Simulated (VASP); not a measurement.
The system is MgI2.

```
CELL_PARAMETERS angstrom
2.08512 1.20385 6.91371
-2.08512 1.20385 6.91371
0.00000 -2.40769 6.91371
ATOMIC_POSITIONS crystal
Mg 0.00000 0.00000 0.00000
I 0.25307 0.25307 0.25307
I 0.74693 0.74693 0.74693
```

This cell differs from its parent crystal: strain +0.3%.

Base run:

```yaml
Program: VASP 6.6.1
Functional: r2SCAN
Potentials_or_basis: VASP PAW PBE potentials, release 64 (Mg, I)
Cutoff: 520 eV
k_mesh: 8 × 8 × 8
Occupations: gaussian, width 0.01 eV
Spin: no spin polarisation
```

Its results: band gap on the k mesh 3.82 eV (least direct gap 4.24 eV); pressure 0.3 GPa.

Task: The run is repeated on the same cell with these changes: functional from r2SCAN to PBE; occupations from gaussian, width 0.01 eV to fermi-dirac, width 0.02 eV. What comes out?

Result: Band gap on the k mesh 3.26 eV (least direct gap 3.66 eV); pressure 0.9 GPa.

Caveats: spin-orbit coupling is left out, which moves the levels of the heavy elements; the PAW data sets were made with another functional, which shifts forces and pressure a little (at least some runs).

A k mesh can miss the band edges.
